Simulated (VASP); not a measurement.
Write the native input for VASP 6.6.1 that does the following.

```
Task                   : single point
Functional             : PBEsol
Potentials or basis    : VASP PAW PBE potentials, release 64 (Zr_sv, B)
Cutoff                 : 500 eV
k mesh                 : 6 × 6 × 6
Occupations            : gaussian, width 0.1 eV
Spin                   : no spin polarisation
Dipole correction      : no
Further INCAR settings : ALGO = Normal; EDIFF = 1e-06; NBANDS = 16
```

The structure of ZrB2 lies in POSCAR:

```
ZrB2
1.0
    3.1700000000      0.0000000000      0.0000000000
   -1.5850000000      2.7453005300      0.0000000000
    0.0000000000      0.0000000000      3.5330000000
Zr B
1 2
Direct
    0.0000000000      0.0000000000      0.0000000000
    0.3333333333      0.6666666667      0.5000000000
    0.6666666667      0.3333333333      0.5000000000
```

One way to write it, as run:

INCAR

```
SYSTEM = ZrB2
PREC = Accurate
ENCUT = 500
EDIFF = 1E-6
ISMEAR = 0
SIGMA = 0.1
LREAL = .FALSE.
LASPH = .TRUE.
NELM = 120
ALGO = Normal
ISIF = 2
LWAVE = .FALSE.
LCHARG = .FALSE.
GGA = PS
NBANDS = 16
GGA_COMPAT = .FALSE.
```

KPOINTS

```
regular mesh
0
G
  6 6 6
  0 0 0
```

Potentials or basis: VASP PAW PBE potentials, release 64 (Zr_sv, B).

Launch:

```console
$ cat potpaw_PBE.64/Zr_sv/POTCAR potpaw_PBE.64/B/POTCAR > POTCAR
$ mpirun -np 1 vasp_std > vasp.out
```

Results of the run:

```json
{
  "Pressure": "-3.5 GPa",
  "Band gap on the k mesh": "zero (band 9 reaches 11.17 eV, above the bottom of band 10 at 10.09 eV)"
}
```

Caveat: the k points lie up to 0.38 Å⁻¹ apart; the PAW data sets were made with another functional, which shifts forces and pressure a little.

It took 18 s on 1 thread of Intel(R) Xeon(R) Platinum 8259CL CPU @ 2.50GHz (Skylake/Cascade Lake), with other jobs on the host, peak memory 0.14 GiB.
